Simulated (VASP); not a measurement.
Input of a VASP 6.6.1 run:

INCAR

```
SYSTEM = Ta2Al5
PREC = Accurate
ENCUT = 600
EDIFF = 1E-6
ISMEAR = 0
SIGMA = 0.2
LREAL = .FALSE.
LASPH = .TRUE.
NELM = 100
ALGO = Normal
ISIF = 3
LWAVE = .FALSE.
LCHARG = .FALSE.
GGA = PE
IBRION = 2
NSW = 36
EDIFFG = -0.08
```

Contents of KPOINTS:

```
Automatic mesh
0
G
  3 3 4
  0 0 0
```

POSCAR

```
Ta2Al5
1.0
    3.2323813300     -4.1081513700      0.0000000000
    3.2323813300      4.1081513700      0.0000000000
    0.0000000000      0.0000000000      4.3360455800
Ta Al
2 5
Direct
    0.6486390100      0.3513609900      0.5000000000
    0.3513609900      0.6486390100      0.5000000000
    0.2601281800      0.0376633400      0.0000000000
    0.7398718200      0.9623366600      0.0000000000
    0.9623366600      0.7398718200      0.0000000000
    0.0376633400      0.2601281800      0.0000000000
    0.5000000000      0.5000000000      0.0000000000
```

Potentials or basis: VASP PAW PBE potentials, release 64 (Ta_pv, Al).

Launch:

```console
$ cat potpaw_PBE.64/Ta_pv/POTCAR potpaw_PBE.64/Al/POTCAR > POTCAR
$ mpirun -np 1 vasp_std > vasp.out
```

(1) Estimate the space group after relaxing (to 0.05 Å).

(2) Estimate the relaxed cell.

(3) Estimate the relaxed volume.

Answers

(1) Cmmm (No. 65).

(2) a = 6.843 Å, b = 6.843 Å, c = 2.965 Å, α = 90.00°, β = 90.00°, γ = 117.10°.

(3) 17.65 Å³/atom.

Caveat: the k points lie up to 0.53 Å⁻¹ apart in the final cell.
